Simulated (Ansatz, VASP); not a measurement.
SnTe: VASP beside Ansatz

Contents of INCAR:

```
PREC = Accurate
ENCUT = 520
EDIFF = 1E-6
ISMEAR = -1
SIGMA = 0.08
LREAL = False
LASPH = True
NELM = 80
ALGO = Normal
ISIF = 2
LWAVE = False
LCHARG = True
GGA = PE
LELF = True
LVHAR = True
NBANDS = 17
```

File KPOINTS:

```
Automatic mesh
0
Gamma
  11 11 11
```

Contents of POSCAR:

```
SnTe
1.0
    0.0000000000      3.1299735358      3.1299735358
    3.1299735358      0.0000000000      3.1299735358
    3.1299735358      3.1299735358      0.0000000000
Sn Te
1 1
Direct
    0.0000000000      0.0000000000      0.0000000000
    0.5000000000      0.5000000000      0.5000000000
```

Input for Ansatz:

```yaml
crystal:
  lattice:
    - [0.0, 3.1299735358, 3.1299735358]
    - [3.1299735358, 0.0, 3.1299735358]
    - [3.1299735358, 3.1299735358, 0.0]
  atoms:
    - { symbol: Sn, position: [0.0, 0.0, 0.0] }
    - { symbol: Te, position: [0.5, 0.5, 0.5] }
kpoints:
  mp_grid: { grid: [11, 11, 11] }
scf:
  occupations: { method: fermi_dirac, width: 0.08 }
hamiltonian:
  xc: pbe
  pseudopotentials: { kind: all_electron, lapw: { basis_error: 0.00025 } }
output:
  forces: true
  stress: true
  eigenvalues: true
```

Change from the starting cell: volume scaled by 0.975.

Alike in both runs: task single point; functional PBE; k mesh 11 × 11 × 11; occupations fermi-dirac, width 0.08 eV; no spin polarisation.

|  | VASP | Ansatz |
| --- | --- | --- |
| version | VASP 6.6.1 | Ansatz 0.2.0 |
| potentials or method | VASP PAW PBE potentials, release 64 (Sn_d, Te), cutoff 520 eV | all-electron LAPW, scalar-relativistic |

```csv
,VASP,Ansatz,Ansatz less VASP
pressure (GPa),3.3,3.3,+0.06
```

Ansatz ran all-electron here, and VASP with PAW potentials.

Neither program's run includes spin-orbit coupling.
